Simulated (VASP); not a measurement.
Wanted: the native input for a VASP 6.6.1 run.

| Quantity | Value |
| --- | --- |
| Task | single point |
| Functional | PBEsol |
| Potentials or basis | VASP PAW PBE potentials, release 64 (Mg) |
| Cutoff | 520 eV |
| k mesh | 18 × 18 × 8 |
| Occupations | gaussian, width 0.1 eV |
| Spin | no spin polarisation |
| Dipole correction | no |
| Further INCAR settings | ALGO = Normal; EDIFF = 1e-07; NBANDS = 9 |

The structure of Mg lies in POSCAR:

```
Mg
1.0
    3.2084666623      0.0000000000      0.0000000000
   -1.6042333311      2.7786136367      0.0000000000
    0.0000000000      0.0000000000      5.1442217542
Mg
2
Direct
    0.3333333333      0.6666666667      0.2500000000
    0.6666666667      0.3333333333      0.7500000000
```

These files were run (other wordings do the same):

INCAR

```
  ALGO = Normal
  EDIFF = 1E-7
  ENCUT = 520
  GGA = PS
  ISIF = 2
  ISMEAR = 0
  LASPH = T
  LCHARG = T
  LELF = T
  LREAL = F
  LVHAR = T
  LWAVE = F
  NBANDS = 9
  NELM = 100
  PREC = Accurate
  SIGMA = 0.1
```

KPOINTS

```
k-points
0
Gamma
  18 18 8
```

Potentials or basis: VASP PAW PBE potentials, release 64 (Mg).

The run is started by

```sh
$ cat potpaw_PBE.64/Mg/POTCAR > POTCAR
$ mpirun -np 1 vasp_std > vasp.out
```

It gave:

* Pressure: -0.7 GPa
* Band gap on the k mesh: zero (band 2 reaches 3.62 eV, above the bottom of band 3 at 1.48 eV)

Caveat: the PAW data sets were made with another functional, which shifts forces and pressure a little.

Run time: 64 s on 1 thread of Intel Xeon 8259CL, on a shared host, peak memory 0.18 GiB.
